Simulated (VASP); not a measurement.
# Zn in VASP: notebook

Zn is run at these levels: PBE; tasks: single point.

Everything below comes from runs of VASP 6.6.1. Logs are shortened: lines on timing, memory, paths and dates and some standing lists are left out, and cuts for length are marked.

## 1. The cell of the first run

The typed cell holds 4 atoms: a = 3.179 Å, b = 3.179 Å, c = 8.764 Å, α = 90.00°, β = 90.00°, γ = 48.43°.

## 2. Single point, PBE

INCAR reads:

```
  PREC = Accurate
  ENCUT = 520
  EDIFF = 1E-6
  ISMEAR = 0
  SIGMA = 0.1
  LREAL = F
  LASPH = T
  NELM = 100
  ALGO = Normal
  ISIF = 2
  LWAVE = F
  LCHARG = F
  GGA = PE
  NBANDS = 32
```

KPOINTS reads:

```
Automatic mesh
0
Gamma
  6 6 4
```

POSCAR reads:

```
Zn
1.0
    2.8988279404     -1.3037787288      0.0000000000
    2.8988279404      1.3037787288      0.0000000000
    0.0000000000      0.0000000000      8.7642984098
Zn
4
Direct
    0.7500418308      0.2499581692      0.1249977991
    0.7499581692      0.2500418308      0.6249977991
    0.2499581692      0.7500418308      0.8750022009
    0.2500418308      0.7499581692      0.3750022009
```

Potentials or basis: VASP PAW PBE potentials, release 64 (Zn).

The run is started by

```bash
cat potpaw_PBE.64/Zn/POTCAR > POTCAR
mpirun -np 1 vasp_std > vasp.out
```

OUTCAR:

```text
PREC = Accurate
   ENCUT = 520
   EDIFF = 1E-6
   ISMEAR = 0
   LREAL = F
   LASPH = T
   NELM = 100
   ISIF = 2
   GGA = PE

 ion  position               nearest neighbor table
   1  0.750  0.250  0.125-   3 2.55   4 2.55   4 2.55   3 2.55
   2  0.750  0.250  0.625-   4 2.55   3 2.55   3 2.55   4 2.55
   3  0.250  0.750  0.875-   1 2.55   2 2.55   2 2.55   1 2.55
   4  0.250  0.750  0.375-   2 2.55   1 2.55   1 2.55   2 2.55

  LATTYP: Found a base centered orthorhombic cell.
 ALAT       =     2.6075574576
 B/A-ratio  =     2.2234048434
 C/A-ratio  =     3.3611142045

  Lattice vectors:

 A1 = (  -2.8988279404,  -1.3037787288,   0.0000000000)
 A2 = (   2.8988279404,  -1.3037787288,   0.0000000000)
 A3 = (   0.0000000000,   0.0000000000,   8.7642984098)

Analysis of symmetry for initial positions (statically):
=====================================================================
 Subroutine PRICEL returns:
 Original cell was already a primitive cell.

 Routine SETGRP: Setting up the symmetry group for a
 base centered orthorhombic supercell.

 Subroutine GETGRP returns: Found  8 space group operations
 (whereof  4 operations were pure point group operations)
 out of a pool of  8 trial point group operations.

The static configuration has the point symmetry C_2h.
 The point group associated with its full space group is D_2h.

Analysis of symmetry for dynamics (positions and initial velocities):
=====================================================================
 Subroutine PRICEL returns:
 Original cell was already a primitive cell.

 Routine SETGRP: Setting up the symmetry group for a
 base centered orthorhombic supercell.

 Subroutine GETGRP returns: Found  8 space group operations
 (whereof  4 operations were pure point group operations)
 out of a pool of  8 trial point group operations.

The dynamic configuration has the point symmetry C_2h.
 The point group associated with its full space group is D_2h.

 Subroutine INISYM returns: Found  8 space group operations
 (whereof  4 operations are pure point group operations),
 and found     1 'primitive' translations

----------------------------------------------------------------------------------------

                                     Primitive cell

  volume of cell :      66.2481

  direct lattice vectors                    reciprocal lattice vectors
     2.898827940 -1.303778729  0.000000000     0.172483504 -0.383500658  0.000000000
     2.898827940  1.303778729  0.000000000     0.172483504  0.383500658  0.000000000
     0.000000000  0.000000000  8.764298410     0.000000000  0.000000000  0.114099264

  length of vectors
     3.178528339  3.178528339  8.764298410     0.420503643  0.420503643  0.114099264

  position of ions in fractional coordinates (direct lattice)
     0.750041831  0.249958169  0.124997799
     0.749958169  0.250041831  0.624997799
     0.249958169  0.750041831  0.875002201
     0.250041831  0.749958169  0.375002201

  ion indices of the primitive-cell ions
   primitive index   ion index
                 1           1
                 2           2
                 3           3
                 4           4

----------------------------------------------------------------------------------------

 KPOINTS: Automatic mesh

Automatic generation of k-mesh.
 Grid dimensions read from file:
 generate k-points for:    6    6    4

 Generating k-lattice:

  Cartesian coordinates                     Fractional coordinates (reciprocal lattice)
     0.028747251 -0.063916776  0.000000000     0.166666667  0.000000000  0.000000000
     0.028747251  0.063916776  0.000000000     0.000000000  0.166666667  0.000000000
     0.000000000  0.000000000  0.028524816     0.000000000  0.000000000  0.250000000

  Length of vectors
     0.070083940  0.070083940  0.028524816

  Shift w.r.t. Gamma in fractional coordinates (k-lattice)
     0.000000000  0.000000000  0.000000000

 Subroutine IBZKPT returns following result:
 ===========================================

 Found     39 irreducible k-points:

 Following reciprocal coordinates:
            Coordinates               Weight
  0.000000  0.000000  0.000000      1.000000
  0.166667  0.000000  0.000000      4.000000
  0.333333  0.000000  0.000000      4.000000
  0.500000  0.000000  0.000000      2.000000
  0.166667  0.166667  0.000000      2.000000
  0.333333  0.166667  0.000000      4.000000
[... 16 lines left out ...]
  0.333333  0.333333  0.250000      4.000000
  0.500000  0.333333  0.250000      8.000000
 [... further k-points ...]
   k-points           NKPTS =     39   k-points in BZ     NKDIM =     39   number of bands    NBANDS=     32
   number of dos      NEDOS =    301   number of ions     NIONS =      4
   total plane-waves  NPLWV =  40320
   dimension x,y,z NGX =    24 NGY =   24 NGZ =   70
   dimension x,y,z NGXF=    48 NGYF=   48 NGZF=  140
   ions per type =               4
   NGX,Y,Z   is equivalent  to a cutoff of  12.55, 12.55, 13.28 a.u.
   NGXF,Y,Z  is equivalent  to a cutoff of  25.11, 25.11, 26.56 a.u.
 SYSTEM =  unknown system
   PREC   = accura    normal or accurate (medium, high low for compatibility)
   ISTART =      0    job   : 0-new  1-cont  2-samecut
   ICHARG =      2    charge: 1-file 2-atom 10-const
   ISPIN  =      1    spin polarized calculation?
   LNONCOLLINEAR =      F non collinear calculations
   LSORBIT =      F    spin-orbit coupling
   LASPH  =      T    aspherical Exc in radial PAW
   ENCUT  =  520.0 eV  38.22 Ry    6.18 a.u.   5.91  5.91 16.30*2*pi/ulx,y,z
   NELM   =    100;   NELMIN=  2; NELMDL= -5     # of ELM steps
   EDIFF  = 0.1E-05   stopping-criterion for ELM
   LREAL  =      F    real-space projection
   EDIFFG = 0.1E-04   stopping-criterion for IOM
   NSW    =      0    number of steps for IOM
   IBRION =     -1    ionic relax: 0-MD 1-quasi-New 2-CG
   NFREE  =      0    steps in history (QN), initial steepest desc. (CG)
   ISIF   =      2    stress and relaxation
   ISYM   =      2    0-nonsym 1-usesym 2-fastsym
   POTIM  = 0.5000    time-step for ionic-motion
   TEBEG  =    0.0;   TEEND  =   0.0 temperature during run
   PSTRESS=    0.0 pullay stress
   NELECT =      48.0000    total number of electrons
   NUPDOWN=      -1.0000    fix difference up-down
   EMIN   =  10.00;   EMAX   =-10.00  energy-range for DOS
   EFERMI =   0.00;   METHOD = LEGACY
   ISMEAR =     0;   SIGMA  =   0.10  broadening in eV -4-tet -1-fermi 0-gaus
   EFERMI_NEDOS =   21; number of points for ismear=-14 and -15
   IALGO  =     38    algorithm
   IMIX   =      4    mixing-type and parameters
     AMIX     =   0.40;   BMIX     =  1.00
     AMIX_MAG =   1.60;   BMIX_MAG =  1.00
  volume/ion in A,a.u.               =      16.56       111.77
  Fermi-wavevector in a.u.,A,eV,Ry     =   1.470384  2.778623 29.416189  2.162029
  Thomas-Fermi vector in A             =   2.585647
   LORBIT       =      0    0 simple, 1 ext, 2 COOP (PROOUT), +10 PAW based schemes
   GGA     = PE    functional components
   LHFCALC =     F    Hartree Fock is set to
   AEXX    =    0.0000 exact exchange contribution
   IVDW    =     0    specifies the selected vdW correction
   LEPSILON=     F    determine dielectric tensor
   LRPA    =     F    only Hartree local field effects (RPA)
 non-spin polarized calculation
 Gauss-broadening in eV      SIGMA  =   0.10
  energy-cutoff  :      520.00
  volume of cell :       66.25
 maximum number of plane-waves:      1810
   NGX = 11   NGY = 11   NGZ = 33

 number of electron      47.9999972 magnetization

 Free energy of the ion-electron system (eV)
  ---------------------------------------------------
  ext. energy  EPLUGINS =         0.00000000
  ---------------------------------------------------
  free energy    TOTEN  =        -4.29196571 eV

  energy without entropy =       -4.28740847  energy(sigma->0) =       -4.28968709

 E-fermi :   2.3422     XC(G=0): -11.0293

 val. band max:        2.2950973093   @ k =   0.5000   0.5000   0.2500
 cond. band min:       2.3604665175   @ k =   0.0000   0.0000   0.0000
 fundamental gap:      0.0653692083
 Fermi energy:         2.3422085763

 k-point     1 :       0.0000    0.0000    0.0000
  band No.  band energies     occupation
      1      -7.4198      2.00000
      2      -5.9529      2.00000
      3      -5.8516      2.00000
      4      -5.8516      2.00000
      5      -5.4574      2.00000
      6      -5.2154      2.00000
[... 24 lines left out ...]
     31      14.0614      0.00000
     32      15.6590      0.00000

 k-point     2 :       0.1667    0.0000    0.0000
  band No.  band energies     occupation
      1      -6.7010      2.00000
      2      -5.6833      2.00000
      3      -5.4495      2.00000
      4      -5.4495      2.00000
      5      -5.3618      2.00000
      6      -5.3618      2.00000
[... 24 lines left out ...]
     31      12.4727      0.00000
     32      13.9182      0.00000

 k-point     3 :       0.3333    0.0000    0.0000
  band No.  band energies     occupation
      1      -5.8399      2.00000
      2      -5.8398      2.00000
      3      -5.4324      2.00000
      4      -5.4155      2.00000
      5      -5.3780      2.00000
      6      -5.3780      2.00000
[... 24 lines left out ...]
     31      10.2173      0.00000
     32      11.5533      0.00000

 k-point     4 :       0.5000    0.0000    0.0000
  band No.  band energies     occupation
      1      -5.9845      2.00000
      2      -5.9845      2.00000
      3      -5.5029      2.00000
      4      -5.5029      2.00000
      5      -5.4198      2.00000
      6      -5.4198      2.00000
[... 24 lines left out ...]
     31       9.3774      0.00000
     32       9.3774      0.00000

 k-point     5 :       0.1667    0.1667    0.0000
  band No.  band energies     occupation
      1      -7.0652      2.00000
      2      -5.9420      2.00000
      3      -5.7676      2.00000
      4      -5.7675      2.00000
      5      -5.3161      2.00000
      6      -5.2924      2.00000
[... 584 lines left out ...]
     31       8.7852      0.00000
     32       9.4133      0.00000

 k-point    22 :      -0.1667    0.1667    0.2500
  band No.  band energies     occupation
      1      -5.8928      2.00000
      2      -5.7264      2.00000
      3      -5.7062      2.00000
      4      -5.3761      2.00000
      5      -5.2853      2.00000
      6      -5.2283      2.00000
[... 24 lines left out ...]
     31      11.0530      0.00000
     32      11.8337      0.00000

 k-point    23 :       0.3333    0.3333    0.2500
  band No.  band energies     occupation
      1      -6.3971      2.00000
      2      -5.9190      2.00000
      3      -5.8404      2.00000
      4      -5.7635      2.00000
      5      -5.5217      2.00000
      6      -5.3566      2.00000
[... 24 lines left out ...]
     31      12.4599      0.00000
     32      14.8472      0.00000

 k-point    24 :       0.5000    0.3333    0.2500
  band No.  band energies     occupation
      1      -5.9613      2.00000
      2      -5.6823      2.00000
      3      -5.6263      2.00000
      4      -5.5169      2.00000
      5      -5.5048      2.00000
      6      -5.3920      2.00000
[... 24 lines left out ...]
     31      10.4625      0.00000
     32      11.5201      0.00000

 [... further k-points ...]
[... 5 lines left out ...]
  --------------------------------------------------------------------------------------
  -------------------------------------------------------------------------------------
  Total        0.1096868      0.2488187      0.3319082      0.0000000      0.0000000      0.0000000
  in kB        2.6527195      6.0175564      8.0270345      0.0000000      0.0000000      0.0000000
  external PRESSURE =       5.5657701 kB  Pullay stress =       0.0000000 kB

 VOLUME and BASIS-vectors are now :
 -----------------------------------------------------------------------------
  energy-cutoff  :      520.00
  volume of cell :       66.25
      direct lattice vectors                 reciprocal lattice vectors
     2.898827940 -1.303778729  0.000000000     0.172483504 -0.383500658  0.000000000
     2.898827940  1.303778729  0.000000000     0.172483504  0.383500658  0.000000000
     0.000000000  0.000000000  8.764298410     0.000000000  0.000000000  0.114099264

 POSITION                                       TOTAL-FORCE (eV/Angst)
 -----------------------------------------------------------------------------------
      2.89883     -0.65200      1.09552         0.000000      0.000322      0.000292
      2.89883     -0.65178      5.47767         0.000000     -0.000322      0.000292
      2.89883      0.65200      7.66878         0.000000     -0.000322     -0.000292
      2.89883      0.65178      3.28663         0.000000      0.000322     -0.000292
 -----------------------------------------------------------------------------------
    total drift:                                0.000000     -0.000000      0.000000

  FREE ENERGIE OF THE ION-ELECTRON SYSTEM (eV)
  ---------------------------------------------------
  free  energy   TOTEN  =        -4.2919657069 eV

  energy  without entropy=       -4.2874084684  energy(sigma->0) =       -4.28968709
```

Wall time 47 s (1 thread of Intel Xeon Platinum 8259CL at 2.50GHz (Skylake/Cascade Lake), shared host); peak memory 0.21 GiB.

What came out:

```
Free energy            : -4.2920 eV
Pressure               : 0.6 GPa
Band gap on the k mesh : zero (band 24 reaches 4.32 eV, above the bottom of band 25 at 0.22 eV)
```

Stress tensor (GPa, compression positive):
```
0.27 0.00 0.00
0.00 0.60 0.00
0.00 0.00 0.80
```

Levels at points of the mesh, in eV from the Fermi level:
```tsv
k point	band 20	band 21	band 22	band 23	band 24	band 25	band 26	band 27	band 28	band 29
(0.00, 0.00, 0.00)	-7.09	-7.00	-6.90	-6.58	-1.94	0.02	7.65	9.14	9.14	10.03
(0.50, 0.00, 0.00)	-6.60	-2.30	-2.30	-1.36	-1.36	0.91	0.91	5.91	5.91	5.99
(0.50, 0.50, 0.00)	-6.58	-4.78	-3.62	-3.57	-3.57	-1.12	-1.12	0.83	3.54	4.11
(0.00, 0.00, 0.50)	-7.01	-6.73	-6.73	-4.75	-4.75	3.77	3.77	8.27	8.27	11.97
(0.50, 0.00, 0.50)	-6.83	-1.96	-1.96	-1.96	-1.96	2.59	2.59	2.60	2.60	7.28
(0.50, 0.50, 0.50)	-6.74	-4.54	-4.54	-2.91	-2.91	-1.44	-1.44	1.40	1.40	7.46
```

Caveat: the k points lie up to 0.44 Å⁻¹ apart.

## 3. Single point, PBE

This run uses another cell than the first one, of 16.42 Å³/atom, 0.991 times its volume.

INCAR reads:

```
ALGO = Normal ; EDIFF = 1E-6
ENCUT = 520 ; GGA = PE
ISIF = 2 ; ISMEAR = 0
LASPH = T ; LCHARG = F
LREAL = F ; LWAVE = F
NBANDS = 32 ; NELM = 100
PREC = Accurate ; SIGMA = 0.1
```

KPOINTS reads:

```
k-points
0
Gamma
  6 6 4
```

POSCAR reads:

```
Zn
1.0
    1.5154930188     -5.1825385684      0.0000000000
    1.5154930188      5.1825385684      0.0000000000
    0.0000000000      0.0000000000      4.1813574545
Zn
4
Direct
    0.1325331751      0.8674668249      0.9997405174
    0.6325331751      0.3674668249      0.5002594826
    0.8674668249      0.1325331751      0.0002594826
    0.3674668249      0.6325331751      0.4997405174
```

Potentials or basis: VASP PAW PBE potentials, release 64 (Zn).

The run is started by

```bash
cat potpaw_PBE.64/Zn/POTCAR > POTCAR
mpirun -np 1 vasp_std > vasp.out
```

Run time: 81 s. Hardware: 1 thread of Intel Xeon Platinum 8259CL at 2.50GHz (Skylake/Cascade Lake), shared host; peak memory 0.24 GiB.

It converged, with:

| Property | Result |
| --- | --- |
| Free energy | -3.9583 eV |
| Pressure | 0.2 GPa |
| Largest force | 0.011 eV/Å |
| Band gap on the k mesh | zero (band 24 reaches 4.82 eV, above the bottom of band 25 at 1.64 eV) |

Forces on the atoms (eV/Å):
```
Zn   0.000 -0.004  0.010
Zn   0.000 -0.004 -0.010
Zn   0.000  0.004 -0.010
Zn   0.000  0.004  0.010
```

Stress tensor (GPa, compression positive):
```
0.21 0.00 0.00
0.00 0.15 0.00
0.00 0.00 0.29
```

Levels at points of the mesh, in eV from the Fermi level:
| k point | band 20 | band 21 | band 22 | band 23 | band 24 | band 25 | band 26 | band 27 | band 28 | band 29 |
| --- | --- | --- | --- | --- | --- | --- | --- | --- | --- | --- |
| (0.00, 0.00, 0.00) | -6.66 | -6.65 | -3.33 | -3.28 | -1.42 | 0.74 | 2.88 | 4.56 | 6.73 | 7.04 |
| (0.50, 0.00, 0.00) | -7.00 | -4.68 | -4.68 | -1.82 | -1.82 | 3.85 | 3.85 | 4.17 | 4.17 | 4.72 |
| (0.50, 0.50, 0.00) | -6.93 | -6.66 | -6.64 | -0.14 | 0.64 | 1.52 | 2.01 | 3.47 | 4.37 | 5.83 |
| (0.00, 0.00, 0.50) | -7.15 | -7.06 | -7.06 | -1.82 | -1.82 | -0.55 | -0.55 | 9.77 | 9.77 | 10.58 |
| (0.50, 0.00, 0.50) | -6.83 | -2.75 | -2.75 | -2.15 | -2.15 | -0.36 | -0.36 | 1.29 | 1.29 | 5.36 |
| (0.50, 0.50, 0.50) | -7.02 | -5.93 | -5.93 | -5.33 | -5.33 | 5.71 | 5.71 | 6.26 | 6.26 | 8.59 |

Caveat: the k points lie up to 0.38 Å⁻¹ apart.

## 4. Single point, PBE

This run uses another cell than the first one: it holds 2 atoms, not 4.

INCAR reads:

```
SYSTEM = Zn
PREC     = Accurate       ! precision mode
ENCUT    = 500            ! plane-wave cutoff, eV
EDIFF    = 1E-6           ! SCF threshold, eV
ISMEAR   = 0              ! smearing method
SIGMA    = 0.1            ! smearing width, eV
LREAL    = .FALSE.        ! projectors in reciprocal space
LASPH    = .TRUE.         ! aspherical terms in the spheres
NELM     = 120            ! most SCF steps
ALGO     = Normal         ! electronic algorithm
ISIF     = 2              ! what is computed and relaxed
LWAVE    = .FALSE.        ! write WAVECAR
LCHARG   = .TRUE.         ! write CHGCAR
GGA      = PE             ! functional
LELF     = .TRUE.         ! ELF
LVHAR    = .TRUE.       
NBANDS   = 19             ! bands
GGA_COMPAT= .FALSE.
```

KPOINTS reads:

```
regular mesh
0
G
  8 8 8
  0 0 0
```

POSCAR reads:

```
Zn
1.0
    0.0000000000      2.6187786658      4.1220832031
    1.5119229909      0.0000000000      4.1220832031
    1.5119229909      2.6187786658      0.0000000000
Zn
2
Direct
    0.1666700000      0.8333300000      0.1666700000
    0.8333300000      0.1666700000      0.8333300000
```

The run is started by

```bash
cat potpaw_PBE.64/Zn/POTCAR > POTCAR
mpirun -np 1 vasp_std > vasp.out
```

Wall time 27 s (1 thread of AMD EPYC 9R45 (Zen 5), shared host); peak memory 0.16 GiB.

It converged, with:

```
Free energy            : 9.7492 eV
Pressure               : 145.5 GPa
Largest force          : 0.004 eV/Å
Band gap on the k mesh : zero (band 12 reaches 3.79 eV, above the bottom of band 13 at 1.45 eV)
```

Forces in eV/Å, atoms in the order of the input:
```
Zn   0.000  0.004  0.000
Zn   0.000 -0.004  0.000
```

Stress tensor (GPa, compression positive):
```
219.11   0.00   0.00
  0.00 219.28   0.00
  0.00   0.00  -1.86
```

Levels at points of the mesh, in eV from the Fermi level:
```csv
k point,band 10,band 11,band 12,band 13,band 14,band 15
"(0.00, 0.00, 0.00)",-8.19,-7.93,-1.31,4.26,10.28,10.53
"(0.50, 0.00, 0.00)",-7.71,-4.86,-3.61,2.55,4.08,4.65
"(0.50, 0.50, 0.00)",-8.19,-7.94,-4.15,10.15,10.40,11.27
"(0.50, 0.00, 0.50)",-7.71,-5.05,-3.84,4.23,4.29,6.92
"(0.00, 0.50, 0.50)",-7.71,-4.62,-3.33,1.38,3.39,3.94
```

## 5. The runs side by side

| cell | k mesh | cutoff (eV) | gap on the mesh (eV) | pressure (GPa) |
| --- | --- | --- | --- | --- |
| a = 3.179, b = 3.179, c = 8.764 Å, angles 90.0, 90.0, 48.4°, 4 atoms | 6 × 6 × 4 | 520 | none | 0.6 |
| a = 5.400, b = 5.400, c = 4.181 Å, angles 90.0, 90.0, 147.4°, 4 atoms | 6 × 6 × 4 | 520 | none | 0.2 |
| a = 4.884, b = 4.391, c = 3.024 Å, angles 80.1, 62.3, 37.6°, 2 atoms | 8 × 8 × 8 | 500 | none | 145.5 |

Alike in all rows: task single point; level PBE; potentials or basis VASP PAW PBE potentials, release 64 (Zn); no spin polarisation; smearing gaussian 0.1 eV.

Caveats: some runs use coarse meshes.

Total energies depend on the potentials used, so only differences within one code and one set of settings carry meaning.
